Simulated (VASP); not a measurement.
# TiAl2 (Cmmm) in VASP: a series of runs

Runs on TiAl2. Level: r2SCAN. Tasks: single point.

Program: VASP 6.6.1. These are calculated values, not measurements. Logs are shortened: lines on timing, memory, paths and dates and some standing lists are left out, and cuts for length are marked.

### 1 The cell of the first run

Symmetry: Cmmm, No. 65, orthorhombic system. Conventional cell: a = 3.688 Å, b = 11.390 Å, c = 3.749 Å, α = 90.00°, β = 90.00°, γ = 90.00°. Within 3.4 Å of Ti (site symmetry m2m) lie 10 Al at 2.57 to 2.71 Å and 2 Ti at 2.80 Å. Within 3.4 Å of Al (site symmetry mmm) lie 4 Ti at 2.57 Å and 8 Al at 2.63 to 2.70 Å. Within 3.4 Å of Al (site symmetry m2m) lie 6 Al at 2.58 to 2.70 Å and 6 Ti at 2.63 to 2.71 Å. Within 3.4 Å of Al (site symmetry mmm) lie 4 Ti at 2.59 Å and 8 Al at 2.63 to 2.68 Å.

### 2 Single point, r2SCAN

The input, POSCAR:

```
TiAl2
1.0
    1.8441376663     -5.6947634762      0.0000000000
    1.8441376663      5.6947634762      0.0000000000
    0.0000000000      0.0000000000      3.7493883879
Ti Al
2 4
Direct
    0.6573310073      0.3426689927      0.0000000000
    0.3426689927      0.6573310073      0.0000000000
    0.0000000000      0.0000000000      0.0000000000
    0.8292232733      0.1707767267      0.5000000000
    0.1707767267      0.8292232733      0.5000000000
    0.5000000000      0.5000000000      0.5000000000
```

The input, INCAR.step1:

```
SYSTEM = TiAl2
  PREC = Accurate
  ENCUT = 520
  ISMEAR = 0
  SIGMA = 0.1
  LREAL = .FALSE.
  LASPH = .TRUE.
  NELM = 60
  NBANDS = 27
  GGA = PE
  ALGO = Normal
  EDIFF = 1E-4
  LWAVE = .TRUE.
  LCHARG = .FALSE.
```

The input, INCAR.step2:

```
SYSTEM = TiAl2
  PREC = Accurate
  ENCUT = 520
  EDIFF = 1E-7
  ISMEAR = 0
  SIGMA = 0.1
  LREAL = .FALSE.
  LASPH = .TRUE.
  NELM = 60
  ALGO = Normal
  ISIF = 2
  LWAVE = .FALSE.
  LCHARG = .FALSE.
  METAGGA = R2SCAN
  LMIXTAU = .TRUE.
  NBANDS = 27
  ISTART = 1
```

The input, KPOINTS:

```
Automatic mesh
0
G
  10 10 10
  0 0 0
```

Potentials or basis: VASP PAW PBE potentials, release 64 (Ti_sv, Al).

Run with:

```bash
$ cat potpaw_PBE.64/Ti_sv/POTCAR potpaw_PBE.64/Al/POTCAR > POTCAR
$ cp INCAR.step1 INCAR
$ mpirun -np 1 vasp_std > vasp.out
$ cp INCAR.step2 INCAR
$ mpirun -np 1 vasp_std > vasp.out
```

OUTCAR:

```text
SYSTEM = TiAl2
   PREC = Accurate
   ENCUT = 520
   EDIFF = 1E-7
   ISMEAR = 0
   LREAL = .FALSE.
   LASPH = .TRUE.
   NELM = 60
   ISIF = 2
   METAGGA = R2SCAN
   ISTART = 1

 ion  position               nearest neighbor table
   1  0.657  0.343  0.000-   3 2.57   3 2.57   6 2.59   6 2.59   5 2.63   5 2.63   5 2.63   5 2.63
                             4 2.71   4 2.71   2 2.80   2 2.80
   2  0.343  0.657  0.000-   3 2.57   3 2.57   6 2.59   6 2.59   4 2.63   4 2.63   4 2.63   4 2.63
                             5 2.71   5 2.71   1 2.80   1 2.80
   3  0.000  0.000  0.000-   1 2.57   2 2.57   1 2.57   2 2.57   6 2.63   6 2.63   6 2.63   6 2.63
                             4 2.70   4 2.70   5 2.70   5 2.70
   4  0.829  0.171  0.500-   5 2.58   5 2.58   2 2.63   2 2.63   2 2.63   2 2.63   6 2.68   6 2.68
                             3 2.70   3 2.70   1 2.71   1 2.71
   5  0.171  0.829  0.500-   4 2.58   4 2.58   1 2.63   1 2.63   1 2.63   1 2.63   6 2.68   6 2.68
                             3 2.70   3 2.70   2 2.71   2 2.71
   6  0.500  0.500  0.500-   1 2.59   2 2.59   1 2.59   2 2.59   3 2.63   3 2.63   3 2.63   3 2.63
                             5 2.68   4 2.68   5 2.68   4 2.68

  LATTYP: Found a base centered orthorhombic cell.
 ALAT       =     3.6882753326
 B/A-ratio  =     3.0880359857
 C/A-ratio  =     1.0165695480

  Lattice vectors:

 A1 = (   1.8441376663,  -5.6947634762,   0.0000000000)
 A2 = (   1.8441376663,   5.6947634762,   0.0000000000)
 A3 = (   0.0000000000,   0.0000000000,   3.7493883879)

Analysis of symmetry for initial positions (statically):
=====================================================================
 Subroutine PRICEL returns:
 Original cell was already a primitive cell.

 Routine SETGRP: Setting up the symmetry group for a
 base centered orthorhombic supercell.

 Subroutine GETGRP returns: Found  8 space group operations
 (whereof  8 operations were pure point group operations)
 out of a pool of  8 trial point group operations.

The static configuration has the point symmetry D_2h.

Analysis of symmetry for dynamics (positions and initial velocities):
=====================================================================
 Subroutine PRICEL returns:
 Original cell was already a primitive cell.

 Routine SETGRP: Setting up the symmetry group for a
 base centered orthorhombic supercell.

 Subroutine GETGRP returns: Found  8 space group operations
 (whereof  8 operations were pure point group operations)
 out of a pool of  8 trial point group operations.

The dynamic configuration has the point symmetry D_2h.

 Subroutine INISYM returns: Found  8 space group operations
 (whereof  8 operations are pure point group operations),
 and found     1 'primitive' translations

----------------------------------------------------------------------------------------

                                     Primitive cell

  volume of cell :      78.7516

  direct lattice vectors                    reciprocal lattice vectors
     1.844137666 -5.694763476  0.000000000     0.271129433 -0.087799959  0.000000000
     1.844137666  5.694763476  0.000000000     0.271129433  0.087799959  0.000000000
     0.000000000  0.000000000  3.749388388     0.000000000  0.000000000  0.266710166

  length of vectors
     5.985914699  5.985914699  3.749388388     0.284991232  0.284991232  0.266710166

  position of ions in fractional coordinates (direct lattice)
     0.657331007  0.342668993  0.000000000
     0.342668993  0.657331007  0.000000000
     0.000000000  0.000000000  0.000000000
     0.829223273  0.170776727  0.500000000
     0.170776727  0.829223273  0.500000000
     0.500000000  0.500000000  0.500000000

  ion indices of the primitive-cell ions
   primitive index   ion index
                 1           1
                 2           2
                 3           3
                 4           4
                 5           5
                 6           6

----------------------------------------------------------------------------------------

 KPOINTS: Automatic mesh

Automatic generation of k-mesh.
 Grid dimensions read from file:
 generate k-points for:   10   10   10

 Generating k-lattice:

  Cartesian coordinates                     Fractional coordinates (reciprocal lattice)
     0.027112943 -0.008779996  0.000000000     0.100000000  0.000000000  0.000000000
     0.027112943  0.008779996  0.000000000     0.000000000  0.100000000  0.000000000
     0.000000000  0.000000000  0.026671017     0.000000000  0.000000000  0.100000000

  Length of vectors
     0.028499123  0.028499123  0.026671017

  Shift w.r.t. Gamma in fractional coordinates (k-lattice)
     0.000000000  0.000000000  0.000000000

 Subroutine IBZKPT returns following result:
 ===========================================

 Found    186 irreducible k-points:

 Following reciprocal coordinates:
            Coordinates               Weight
  0.000000  0.000000  0.000000      1.000000
  0.100000  0.000000  0.000000      4.000000
  0.200000  0.000000  0.000000      4.000000
  0.300000  0.000000  0.000000      4.000000
  0.400000  0.000000  0.000000      4.000000
  0.500000  0.000000  0.000000      2.000000
[... 16 lines left out ...]
  0.300000  0.300000  0.000000      2.000000
  0.400000  0.300000  0.000000      4.000000
 [... further k-points ...]
   k-points           NKPTS =    186   k-points in BZ     NKDIM =    186   number of bands    NBANDS=     27
   number of dos      NEDOS =    301   number of ions     NIONS =      6
   total plane-waves  NPLWV =  64512
   dimension x,y,z NGX =    48 NGY =   48 NGZ =   28
   dimension x,y,z NGXF=    96 NGYF=   96 NGZF=   56
   ions per type =               2   4
   NGX,Y,Z   is equivalent  to a cutoff of  13.33, 13.33, 12.42 a.u.
   NGXF,Y,Z  is equivalent  to a cutoff of  26.66, 26.66, 24.83 a.u.
 SYSTEM =  TiAl2
   PREC   = accura    normal or accurate (medium, high low for compatibility)
   ISTART =      1    job   : 0-new  1-cont  2-samecut
   ICHARG =      0    charge: 1-file 2-atom 10-const
   ISPIN  =      1    spin polarized calculation?
   LNONCOLLINEAR =      F non collinear calculations
   LSORBIT =      F    spin-orbit coupling
   LASPH  =      T    aspherical Exc in radial PAW
   ENCUT  =  520.0 eV  38.22 Ry    6.18 a.u.  11.13 11.13  6.97*2*pi/ulx,y,z
   NELM   =     60;   NELMIN=  2; NELMDL=  0     # of ELM steps
   EDIFF  = 0.1E-06   stopping-criterion for ELM
   LREAL  =      F    real-space projection
   EDIFFG = 0.1E-05   stopping-criterion for IOM
   NSW    =      0    number of steps for IOM
   IBRION =     -1    ionic relax: 0-MD 1-quasi-New 2-CG
   NFREE  =      0    steps in history (QN), initial steepest desc. (CG)
   ISIF   =      2    stress and relaxation
   ISYM   =      2    0-nonsym 1-usesym 2-fastsym
   POTIM  = 0.5000    time-step for ionic-motion
   TEBEG  =    0.0;   TEEND  =   0.0 temperature during run
   PSTRESS=    0.0 pullay stress
   NELECT =      36.0000    total number of electrons
   NUPDOWN=      -1.0000    fix difference up-down
   EMIN   =  10.00;   EMAX   =-10.00  energy-range for DOS
   EFERMI =   0.00;   METHOD = LEGACY
   ISMEAR =     0;   SIGMA  =   0.10  broadening in eV -4-tet -1-fermi 0-gaus
   EFERMI_NEDOS =   21; number of points for ismear=-14 and -15
   IALGO  =     38    algorithm
   IMIX   =      4    mixing-type and parameters
     AMIX     =   0.40;   BMIX     =  1.00
     AMIX_MAG =   1.60;   BMIX_MAG =  1.00
  volume/ion in A,a.u.               =      13.13        88.57
  Fermi-wavevector in a.u.,A,eV,Ry     =   1.261118  2.383168 21.638971  1.590420
  Thomas-Fermi vector in A             =   2.394594
   LORBIT       =      0    0 simple, 1 ext, 2 COOP (PROOUT), +10 PAW based schemes
   METAGGA = R2SCAN    functional components
   LHFCALC =     F    Hartree Fock is set to
   AEXX    =    0.0000 exact exchange contribution
   IVDW    =     0    specifies the selected vdW correction
   LEPSILON=     F    determine dielectric tensor
   LRPA    =     F    only Hartree local field effects (RPA)
 non-spin polarized calculation
 Gauss-broadening in eV      SIGMA  =   0.10
  energy-cutoff  :      520.00
  volume of cell :       78.75
 maximum number of plane-waves:      2138
 NGX is ok and might be reduce to    48
   NGX = 23   NGY = 23   NGZ = 13

 number of electron      36.0000000 magnetization

 Free energy of the ion-electron system (eV)
  ---------------------------------------------------
  ext. energy  EPLUGINS =         0.00000000
  ---------------------------------------------------
  free energy    TOTEN  =       -54.43435522 eV

  energy without entropy =      -54.42332563  energy(sigma->0) =      -54.42884043

 E-fermi :  10.6620     XC(G=0): -12.4972

 val. band max:       10.6555829964   @ k =   0.0000   0.0000   0.5000
 cond. band min:      10.6648567119   @ k =   0.5000   0.5000   0.2000
 fundamental gap:      0.0092737155
 Fermi energy:        10.6619520422

 k-point     1 :       0.0000    0.0000    0.0000
  band No.  band energies     occupation
      1     -47.8851      2.00000
      2     -47.8146      2.00000
      3     -23.2873      2.00000
      4     -23.2809      2.00000
      5     -23.2200      2.00000
      6     -23.2087      2.00000
[... 19 lines left out ...]
     26      15.6836      0.00000
     27      15.8824      0.00000

 k-point     2 :       0.1000    0.0000    0.0000
  band No.  band energies     occupation
      1     -47.8831      2.00000
      2     -47.8161      2.00000
      3     -23.2876      2.00000
      4     -23.2788      2.00000
      5     -23.2288      2.00000
      6     -23.2101      2.00000
[... 19 lines left out ...]
     26      15.7231      0.00000
     27      16.2433      0.00000

 k-point     3 :       0.2000    0.0000    0.0000
  band No.  band energies     occupation
      1     -47.8774      2.00000
      2     -47.8204      2.00000
      3     -23.2898      2.00000
      4     -23.2727      2.00000
      5     -23.2503      2.00000
      6     -23.2143      2.00000
[... 594 lines left out ...]
      1     -47.8570      2.00000
      2     -47.8379      2.00000
      3     -23.3044      2.00000
      4     -23.2875      2.00000
      5     -23.2508      2.00000
      6     -23.2322      2.00000
[... 19 lines left out ...]
     26      14.8685      0.00000
     27      16.0533      0.00000

 k-point    24 :       0.4000    0.3000    0.0000
  band No.  band energies     occupation
      1     -47.8672      2.00000
      2     -47.8291      2.00000
      3     -23.2854      2.00000
      4     -23.2749      2.00000
      5     -23.2615      2.00000
      6     -23.2233      2.00000
[... 19 lines left out ...]
     26      14.8830      0.00000
     27      14.9519      0.00000

 [... further k-points ...]

------------------------ aborting loop because EDIFF is reached ----------------------------------------

  FORCE on cell =-STRESS in cart. coord.  units (eV):
  Direction    XX          YY          ZZ          XY          YZ          ZX
  --------------------------------------------------------------------------------------
  -------------------------------------------------------------------------------------
  Total       14.7651630     14.7666511     14.7638577     -0.0000000      0.0000000      0.0000000
  in kB      300.3926995    300.4229737    300.3661430     -0.0000000      0.0000000      0.0000000
  external PRESSURE =     300.3939388 kB  Pullay stress =       0.0000000 kB

 VOLUME and BASIS-vectors are now :
 -----------------------------------------------------------------------------
  energy-cutoff  :      520.00
  volume of cell :       78.75
      direct lattice vectors                 reciprocal lattice vectors
     1.844137666 -5.694763476  0.000000000     0.271129433 -0.087799959  0.000000000
     1.844137666  5.694763476  0.000000000     0.271129433  0.087799959  0.000000000
     0.000000000  0.000000000  3.749388388     0.000000000  0.000000000  0.266710166

 POSITION                                       TOTAL-FORCE (eV/Angst)
 -----------------------------------------------------------------------------------
      1.84414     -1.79193      0.00000        -0.000000     -0.000318     -0.000000
      1.84414      1.79193      0.00000        -0.000000      0.000318      0.000000
      0.00000      0.00000      0.00000         0.000000      0.000000     -0.000000
      1.84414     -3.74970      1.87469        -0.000000     -0.011249     -0.000000
      1.84414      3.74970      1.87469        -0.000000      0.011249     -0.000000
      1.84414      0.00000      1.87469        -0.000000     -0.000000     -0.000000
 -----------------------------------------------------------------------------------
    total drift:                                0.000000     -0.000000      0.000000

  FREE ENERGIE OF THE ION-ELECTRON SYSTEM (eV)
  ---------------------------------------------------
  free  energy   TOTEN  =       -54.4343552241 eV

  energy  without entropy=      -54.4233256318  energy(sigma->0) =      -54.42884043
```

Run time: 22 min. Hardware: 1 thread of AMD EPYC 9R45 (Zen 5), shared host; peak memory 0.46 GiB.

Results:

```yaml
Free_energy: -54.4344 eV
Pressure: 30.0 GPa
Largest_force: 0.011 eV/Å
Band_gap_on_the_k_mesh: zero (bands 18 and 19 overlap by 2.16 eV)
```

Forces on the atoms (eV/Å):
```
Ti   0.000  0.000  0.000
Ti   0.000  0.000  0.000
Al   0.000  0.000  0.000
Al   0.000 -0.011  0.000
Al   0.000  0.011  0.000
Al   0.000  0.000  0.000
```

Caveat: the cell stands under pressure; the PAW data sets were made with another functional, which shifts forces and pressure a little.

### 3 Single point, r2SCAN

This run uses another cell than the first one, of 11.74 Å³/atom.

The input, POSCAR:

```
TiAl2
1.0
    1.7779425585     -5.4953173576      0.0000000000
    1.7779425585      5.4953173576      0.0000000000
    0.0000000000      0.0000000000      3.6045662952
Ti Al
2 4
Direct
    0.6577097341      0.3422902659      0.0000000000
    0.3422902659      0.6577097341      0.0000000000
    0.0000000000      0.0000000000      0.0000000000
    0.8300074678      0.1699925322      0.5000000000
    0.1699925322      0.8300074678      0.5000000000
    0.5000000000      0.5000000000      0.5000000000
```

The input, INCAR.step1:

```
SYSTEM = TiAl2
PREC = Accurate
ENCUT = 520
ISMEAR = 0
SIGMA = 0.1
LREAL = .False.
LASPH = .True.
NELM = 80
NBANDS = 27
GGA = PE
ALGO = Normal
EDIFF = 1E-4
LWAVE = .True.
LCHARG = .False.
```

The input, INCAR.step2:

```
SYSTEM = TiAl2
PREC = Accurate
ENCUT = 520
EDIFF = 1E-6
ISMEAR = 0
SIGMA = 0.1
LREAL = .False.
LASPH = .True.
NELM = 80
ALGO = Normal
ISIF = 2
LWAVE = .False.
LCHARG = .True.
METAGGA = R2SCAN
LMIXTAU = .True.
LELF = .True.
LVHAR = .True.
NBANDS = 27
ISTART = 1
```

The input, KPOINTS:

```
regular mesh
0
Gamma
  10 10 10
  0 0 0
```

Potentials or basis: VASP PAW PBE potentials, release 64 (Ti_sv, Al).

Run with:

```bash
$ cat potpaw_PBE.64/Ti_sv/POTCAR potpaw_PBE.64/Al/POTCAR > POTCAR
$ cp INCAR.step1 INCAR
$ mpirun -np 1 vasp_std > vasp.out
$ cp INCAR.step2 INCAR
$ mpirun -np 1 vasp_std > vasp.out
```

Run time: 23 min. Hardware: 1 thread of Oxide Virtual Turin-like, shared host; peak memory 0.43 GiB.

The run converged. Its results:

* Free energy: -52.1515 eV
* Pressure: 60.2 GPa
* Largest force: 0.018 eV/Å
* Band gap on the k mesh: zero (bands 18 and 19 overlap by 2.39 eV)

Forces on the atoms (eV/Å):
```
Ti   0.000 -0.002  0.000
Ti   0.000  0.002  0.000
Al   0.000  0.000  0.000
Al   0.000 -0.018  0.000
Al   0.000  0.018  0.000
Al   0.000  0.000  0.000
```

Stress tensor (GPa, compression positive):
```
60.21  0.00  0.00
 0.00 60.20  0.00
 0.00  0.00 60.11
```

Levels at points of the mesh, in eV from the Fermi level:
```tsv
k point	band 14	band 15	band 16	band 17	band 18	band 19	band 20	band 21	band 22	band 23
(0.00, 0.00, 0.00)	-2.36	-2.02	-0.84	-0.72	-0.58	0.38	0.71	1.25	1.36	1.48
(0.50, 0.00, 0.00)	-2.27	-2.25	-1.77	-1.41	-0.25	1.09	1.47	2.00	2.34	2.75
(0.50, 0.50, 0.00)	-2.47	-2.34	-1.44	-0.77	-0.42	0.15	1.41	1.57	1.72	1.78
(0.00, 0.00, 0.50)	-2.80	-2.13	-1.25	-0.15	-0.04	1.19	1.58	1.69	1.72	2.00
(0.50, 0.00, 0.50)	-4.40	-2.79	-2.04	-1.92	-1.44	-0.65	1.89	2.09	2.16	2.53
(0.50, 0.50, 0.50)	-3.00	-2.70	-1.23	0.04	1.53	1.68	1.83	2.16	2.49	2.50
```

Caveat: the cell stands under pressure; the PAW data sets were made with another functional, which shifts forces and pressure a little.
